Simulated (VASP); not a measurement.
Here is a VASP 6.6.1 calculation.

Contents of INCAR:

```
SYSTEM = Bi3B5
PREC = Accurate
ENCUT = 520
EDIFF = 1E-6
ISMEAR = 0
SIGMA = 0.2
LREAL = .False.
LASPH = .True.
NELM = 100
ALGO = Normal
ISIF = 2
LWAVE = .False.
LCHARG = .False.
GGA = PE
NBANDS = 40
```

KPOINTS

```
Automatic mesh
0
Gamma
  6 6 6
  0 0 0
```

Contents of POSCAR:

```
Bi3B5
1.0
   -3.2200395877      3.2200395877      3.2200395877
    3.2200395877     -3.2200395877      3.2200395877
    3.2200395877      3.2200395877     -3.2200395877
B Bi
5 3
Direct
    0.0000000000      0.0000000000      0.0000000000
    1.0000000000      0.0000000000      0.5000000000
    1.0000000000      0.5000000000      0.0000000000
    0.5000000000      1.0000000000      1.0000000000
    0.5000000000      0.5000000000      0.5000000000
    1.0000000000      0.5000000000      0.5000000000
    0.5000000000      0.5000000000      0.0000000000
    0.5000000000      0.0000000000      0.5000000000
```

Potentials or basis: VASP PAW PBE potentials, release 64 (B, Bi_d).

Launch:

```sh
$ cat potpaw_PBE.64/B/POTCAR potpaw_PBE.64/Bi_d/POTCAR > POTCAR
$ mpirun -np 1 vasp_std > vasp.out
```

Estimate the band gap on the k mesh.

zero (band 30 reaches 9.63 eV, above the bottom of band 31 at 6.52 eV).

Estimate the pressure.

0.4 GPa.

Caveat: spin-orbit coupling is left out, which moves the levels of the heavy elements.
